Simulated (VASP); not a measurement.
Input of a VASP 6.6.1 run:

Contents of INCAR:

```
SYSTEM = TiPd3
PREC = Accurate
ENCUT = 520
EDIFF = 1E-8
ISMEAR = -1
SIGMA = 0.05
LREAL = .False.
LASPH = .True.
NELM = 80
ALGO = Normal
ISIF = 2
LWAVE = .False.
LCHARG = .False.
LEFG = .True.
NBANDS = 29
```

File KPOINTS:

```
Automatic mesh
0
Gamma
  11 11 11
  0 0 0
```

POSCAR

```
TiPd3
1.0
    3.7683720496      0.0000000000      0.0000000000
    0.0000000000      3.7683720496      0.0000000000
    0.0000000000      0.0000000000      3.7683720496
Ti Pd
1 3
Direct
    0.0000000000      0.0000000000      0.0000000000
    0.0000000000      0.5000000000      0.5000000000
    0.5000000000      0.0000000000      0.5000000000
    0.5000000000      0.5000000000      0.0000000000
```

Potentials or basis: VASP PAW LDA potentials, release 64 (Ti_sv, Pd).

Run with:

```console
$ cat potpaw_LDA.64/Ti_sv/POTCAR potpaw_LDA.64/Pd/POTCAR > POTCAR
$ mpirun -np 1 vasp_std > vasp.out
```

Question: Predict the band gap on the k mesh.

Answer: Zero (band 21 reaches 13.60 eV, above the bottom of band 22 at 12.16 eV).

Question: Predict the pressure.

Answer: 13.6 GPa.

Electric field gradients, principal values (V/Å²):
```tsv
atom	least	middle	greatest (by size)
1 Ti	0.000	0.000	0.000
2 Pd	33.153	33.153	-66.306
3 Pd	33.153	33.153	-66.306
4 Pd	33.153	33.153	-66.306
```

Caveat: without QUAD_EFG the Cq values of the log hold for a quadrupole moment of 1 mb, not for the nuclei.
